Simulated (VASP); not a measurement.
# Ni (P6/mmm) in VASP: further runs

Ni is run at these levels: PBE; tasks: single point.

Program: VASP 6.6.1. These are calculated values, not measurements. Logs are shortened: lines on timing, memory, paths and dates and some standing lists are left out, and cuts for length are marked.

## (1) The cell of the first run

The structure is hexagonal, space group P6/mmm (No. 191). Conventional cell: a = 3.991 Å, b = 3.991 Å, c = 2.419 Å, α = 90.00°, β = 90.00°, γ = 120.00°. Within 3.2 Å of Ni (site symmetry 6/mmm) lie 14 Ni at 2.42 to 2.60 Å. Within 3.0 Å of Ni (site symmetry -6m2) lie 11 Ni at 2.30 to 2.60 Å.

This isn't the form of Ni at room conditions, which is fcc.

## (2) Single point, PBE, collinear spin, ferromagnetic start

INCAR reads:

```
SYSTEM = Ni
PREC = Accurate
ENCUT = 600
EDIFF = 1E-6
ISMEAR = -1
SIGMA = 0.05
LREAL = .FALSE.
LASPH = .TRUE.
NELM = 200
ALGO = Normal
ISIF = 2
LWAVE = .FALSE.
LCHARG = .FALSE.
ISPIN = 2
MAGMOM = 0.8 0.8 0.8
LORBIT = 11
LMAXMIX = 4
GGA = PE
NBANDS = 26
GGA_COMPAT = .FALSE.
```

KPOINTS reads:

```
regular mesh
0
G
  9 9 13
  0 0 0
```

POSCAR reads:

```
Ni
1.0
    3.9909528692      0.0000000000      0.0000000000
   -1.9954764346      3.4562665700      0.0000000000
    0.0000000000      0.0000000000      2.4185217463
Ni
3
Direct
    0.0000000000      0.0000000000      0.0000000000
    0.3333333333      0.6666666667      0.5000000000
    0.6666666667      0.3333333333      0.5000000000
```

Potentials or basis: VASP PAW PBE potentials, release 64 (Ni).

Command:

```
$ cat potpaw_PBE.64/Ni/POTCAR > POTCAR
$ mpirun -np 1 vasp_std > vasp.out
```

OUTCAR:

```text
SYSTEM = Ni
   PREC = Accurate
   ENCUT = 600
   EDIFF = 1E-6
   ISMEAR = -1
   LREAL = .FALSE.
   LASPH = .TRUE.
   NELM = 200
   ISIF = 2
   ISPIN = 2
   LORBIT = 11
   GGA = PE

 ion  position               nearest neighbor table
   1  0.000  0.000  0.000-   2 2.60   3 2.60   2 2.60   3 2.60   2 2.60   2 2.60   3 2.60   3 2.60
                             3 2.60   3 2.60   2 2.60   2 2.60
   2  0.333  0.667  0.500-   3 2.30   3 2.30   3 2.30   1 2.60   1 2.60   1 2.60   1 2.60   1 2.60
                             1 2.60
   3  0.667  0.333  0.500-   2 2.30   2 2.30   2 2.30   1 2.60   1 2.60   1 2.60   1 2.60   1 2.60
                             1 2.60

  LATTYP: Found a hexagonal cell.
 ALAT       =     3.9909528692
 C/A-ratio  =     0.6060010793

  Lattice vectors:

 A1 = (   3.9909528692,   0.0000000000,   0.0000000000)
 A2 = (  -1.9954764346,   3.4562665700,   0.0000000000)
 A3 = (   0.0000000000,   0.0000000000,   2.4185217463)

Analysis of symmetry for initial positions (statically):
=====================================================================
 Subroutine PRICEL returns:
 Original cell was already a primitive cell.

 Routine SETGRP: Setting up the symmetry group for a
 hexagonal supercell.

 Subroutine GETGRP returns: Found 24 space group operations
 (whereof 24 operations were pure point group operations)
 out of a pool of 24 trial point group operations.

The static configuration has the point symmetry D_6h.

Analysis of symmetry for dynamics (positions and initial velocities):
=====================================================================
 Subroutine PRICEL returns:
 Original cell was already a primitive cell.

 Routine SETGRP: Setting up the symmetry group for a
 hexagonal supercell.

 Subroutine GETGRP returns: Found 24 space group operations
 (whereof 24 operations were pure point group operations)
 out of a pool of 24 trial point group operations.

The dynamic configuration has the point symmetry D_6h.

Analysis of structural, dynamic, and magnetic symmetry:
=====================================================================
 Subroutine PRICEL returns:
 Original cell was already a primitive cell.

 Routine SETGRP: Setting up the symmetry group for a
 hexagonal supercell.

 Subroutine GETGRP returns: Found 24 space group operations
 (whereof 24 operations were pure point group operations)
 out of a pool of 24 trial point group operations.

The overall configuration has the point symmetry D_6h.

 Subroutine INISYM returns: Found 24 space group operations
 (whereof 24 operations are pure point group operations),
 and found     1 'primitive' translations

----------------------------------------------------------------------------------------

                                     Primitive cell

  volume of cell :      33.3606

  direct lattice vectors                    reciprocal lattice vectors
     3.990952869  0.000000000  0.000000000     0.250566727  0.144664768  0.000000000
    -1.995476435  3.456266570  0.000000000     0.000000000  0.289329535  0.000000000
     0.000000000  0.000000000  2.418521746     0.000000000  0.000000000  0.413475712

  length of vectors
     3.990952869  3.990952869  2.418521746     0.289329535  0.289329535  0.413475712

  position of ions in fractional coordinates (direct lattice)
     0.000000000  0.000000000  0.000000000
     0.333333333  0.666666667  0.500000000
     0.666666667  0.333333333  0.500000000

  ion indices of the primitive-cell ions
   primitive index   ion index
                 1           1
                 2           2
                 3           3

----------------------------------------------------------------------------------------

 KPOINTS: regular mesh

Automatic generation of k-mesh.
 Grid dimensions read from file:
 generate k-points for:    9    9   13

 Generating k-lattice:

  Cartesian coordinates                     Fractional coordinates (reciprocal lattice)
     0.027840747  0.016073863  0.000000000     0.111111111  0.000000000  0.000000000
     0.000000000  0.032147726  0.000000000     0.000000000  0.111111111  0.000000000
     0.000000000  0.000000000  0.031805824     0.000000000  0.000000000  0.076923077

  Length of vectors
     0.032147726  0.032147726  0.031805824

  Shift w.r.t. Gamma in fractional coordinates (k-lattice)
     0.000000000  0.000000000  0.000000000

 Subroutine IBZKPT returns following result:
 ===========================================

 Found     84 irreducible k-points:

 Following reciprocal coordinates:
            Coordinates               Weight
  0.000000  0.000000  0.000000      1.000000
  0.111111  0.000000  0.000000      6.000000
  0.222222  0.000000  0.000000      6.000000
  0.333333 -0.000000  0.000000      6.000000
  0.444444  0.000000  0.000000      6.000000
  0.111111  0.111111  0.000000      6.000000
[... 16 lines left out ...]
  0.333333  0.222222  0.076923     24.000000
  0.333333  0.333333  0.076923      4.000000
 [... further k-points ...]
   k-points           NKPTS =     84   k-points in BZ     NKDIM =     84   number of bands    NBANDS=     26
   number of dos      NEDOS =    301   number of ions     NIONS =      3
   total plane-waves  NPLWV =  20480
   dimension x,y,z NGX =    32 NGY =   32 NGZ =   20
   dimension x,y,z NGXF=    64 NGYF=   64 NGZF=   40
   ions per type =               3
   NGX,Y,Z   is equivalent  to a cutoff of  13.33, 13.33, 13.75 a.u.
   NGXF,Y,Z  is equivalent  to a cutoff of  26.66, 26.66, 27.50 a.u.
 SYSTEM =  Ni
   PREC   = accura    normal or accurate (medium, high low for compatibility)
   ISTART =      0    job   : 0-new  1-cont  2-samecut
   ICHARG =      2    charge: 1-file 2-atom 10-const
   ISPIN  =      2    spin polarized calculation?
   LNONCOLLINEAR =      F non collinear calculations
   LSORBIT =      F    spin-orbit coupling
   LASPH  =      T    aspherical Exc in radial PAW
   ENCUT  =  600.0 eV  44.10 Ry    6.64 a.u.   7.97  7.97  4.83*2*pi/ulx,y,z
   NELM   =    200;   NELMIN=  2; NELMDL= -5     # of ELM steps
   EDIFF  = 0.1E-05   stopping-criterion for ELM
   LREAL  =      F    real-space projection
   EDIFFG = 0.1E-04   stopping-criterion for IOM
   NSW    =      0    number of steps for IOM
   IBRION =     -1    ionic relax: 0-MD 1-quasi-New 2-CG
   NFREE  =      0    steps in history (QN), initial steepest desc. (CG)
   ISIF   =      2    stress and relaxation
   ISYM   =      2    0-nonsym 1-usesym 2-fastsym
   POTIM  = 0.5000    time-step for ionic-motion
   TEBEG  =    0.0;   TEEND  =   0.0 temperature during run
   PSTRESS=    0.0 pullay stress
   NELECT =      30.0000    total number of electrons
   NUPDOWN=      -1.0000    fix difference up-down
   EMIN   =  10.00;   EMAX   =-10.00  energy-range for DOS
   EFERMI =   0.00;   METHOD = LEGACY
   ISMEAR =    -1;   SIGMA  =   0.05  broadening in eV -4-tet -1-fermi 0-gaus
   EFERMI_NEDOS =   21; number of points for ismear=-14 and -15
   IALGO  =     38    algorithm
   IMIX   =      4    mixing-type and parameters
     AMIX     =   0.40;   BMIX     =  1.00
     AMIX_MAG =   1.60;   BMIX_MAG =  1.00
  volume/ion in A,a.u.               =      11.12        75.04
  Fermi-wavevector in a.u.,A,eV,Ry     =   1.580171  2.986089 33.972919  2.496939
  Thomas-Fermi vector in A             =   2.680439
   LORBIT       =     11    0 simple, 1 ext, 2 COOP (PROOUT), +10 PAW based schemes
   GGA     = PE    functional components
   LHFCALC =     F    Hartree Fock is set to
   AEXX    =    0.0000 exact exchange contribution
   IVDW    =     0    specifies the selected vdW correction
   LEPSILON=     F    determine dielectric tensor
   LRPA    =     F    only Hartree local field effects (RPA)
 spin polarized calculation
  energy-cutoff  :      600.00
  volume of cell :       33.36
 maximum number of plane-waves:      1131
 NGX is ok and might be reduce to    32
   NGX = 15   NGY = 15   NGZ =  9

 number of electron      30.0000016 magnetization       1.9014793

 Free energy of the ion-electron system (eV)
  ---------------------------------------------------
  ext. energy  EPLUGINS =         0.00000000
  ---------------------------------------------------
  free energy    TOTEN  =       -16.06735718 eV

  energy without entropy =      -16.01505774  energy(sigma->0) =      -16.04120746

 E-fermi :   9.0642     XC(G=0): -13.1168

 val. band max:        9.0617491046   @ k =   0.1111   0.0000   0.3077
 cond. band min:       9.0648862605   @ k =   0.4444   0.1111   0.3846
 fundamental gap:      0.0031371559
 Fermi energy:         9.0642487684

 spin component 1

 k-point     1 :       0.0000    0.0000    0.0000
  band No.  band energies     occupation
      1       0.2185      1.00000
      2       4.9133      1.00000
      3       5.9874      1.00000
      4       5.9874      1.00000
      5       5.9952      1.00000
      6       5.9952      1.00000
[... 18 lines left out ...]
     25      34.9323      0.00000
     26      35.8899      0.00000
[... 644 lines left out ...]
      4       5.9856      1.00000
      5       5.9856      1.00000
      6       6.1851      1.00000
[... 18 lines left out ...]
     25      29.8211      0.00000
     26      29.8290      0.00000

 [... further k-points ...]

 spin component 2

 k-point     1 :       0.0000    0.0000    0.0000
  band No.  band energies     occupation
      1       0.1937      1.00000
      2       5.4679      1.00000
      3       6.4759      1.00000
      4       6.4759      1.00000
      5       6.5186      1.00000
      6       6.5186      1.00000
[... 18 lines left out ...]
     25      34.7945      0.00000
     26      35.7694      0.00000
[... 644 lines left out ...]
      4       6.6802      1.00000
      5       6.6802      1.00000
      6       6.7445      1.00000
[... 18 lines left out ...]
     25      29.8623      0.00000
     26      29.8723      0.00000

 [... further k-points ...]

------------------------ aborting loop because EDIFF is reached ----------------------------------------

  FORCE on cell =-STRESS in cart. coord.  units (eV):
  Direction    XX          YY          ZZ          XY          YZ          ZX
  --------------------------------------------------------------------------------------
  -------------------------------------------------------------------------------------
  Total       -0.0229739     -0.0229739     -0.0699474      0.0000000      0.0000000      0.0000000
  in kB       -1.1033467     -1.1033467     -3.3592986      0.0000000      0.0000000      0.0000000
  external PRESSURE =      -1.8553307 kB  Pullay stress =       0.0000000 kB

 VOLUME and BASIS-vectors are now :
 -----------------------------------------------------------------------------
  energy-cutoff  :      600.00
  volume of cell :       33.36
      direct lattice vectors                 reciprocal lattice vectors
     3.990952869  0.000000000  0.000000000     0.250566727  0.144664768  0.000000000
    -1.995476435  3.456266570  0.000000000     0.000000000  0.289329535  0.000000000
     0.000000000  0.000000000  2.418521746     0.000000000  0.000000000  0.413475712

 POSITION                                       TOTAL-FORCE (eV/Angst)
 -----------------------------------------------------------------------------------
      0.00000      0.00000      0.00000         0.000000      0.000000      0.000000
     -0.00000      2.30418      1.20926         0.000000     -0.000000     -0.000000
      1.99548      1.15209      1.20926        -0.000000      0.000000      0.000000
 -----------------------------------------------------------------------------------
    total drift:                               -0.000000      0.000000      0.000000

  FREE ENERGIE OF THE ION-ELECTRON SYSTEM (eV)
  ---------------------------------------------------
  free  energy   TOTEN  =       -16.0673571803 eV

  energy  without entropy=      -16.0150577445  energy(sigma->0) =      -16.04120746

 total charge

# of ion       s       p       d       tot
------------------------------------------
    1        0.470   0.462   8.301   9.233
    2        0.504   0.487   8.330   9.320
    3        0.504   0.487   8.330   9.320
--------------------------------------------------
tot          1.478   1.436  24.960  27.874

 magnetization (x)

# of ion       s       p       d       tot
------------------------------------------
    1       -0.003  -0.023   0.641   0.616
    2       -0.006  -0.021   0.687   0.660
    3       -0.006  -0.021   0.687   0.660
--------------------------------------------------
tot         -0.014  -0.066   2.015   1.935
```

Run time: 2 min. Hardware: 1 thread of Intel Xeon Platinum 8259CL at 2.50GHz (Skylake/Cascade Lake), shared host; peak memory 0.25 GiB.

What came out:

```
Free energy                                           : -16.0674 eV
Pressure                                              : -0.2 GPa
Net moment                                            : 1.90 μB per cell
Site moments                                          : Ni +0.62, +0.66 (each value once) μB
Valence electrons inside the program's atomic spheres : Ni 9.23, 9.32 (each value once)
```

Stress tensor (GPa, compression positive):
```
-0.11  0.00  0.00
 0.00 -0.11  0.00
 0.00  0.00 -0.34
```

[end of part 1 of 2]
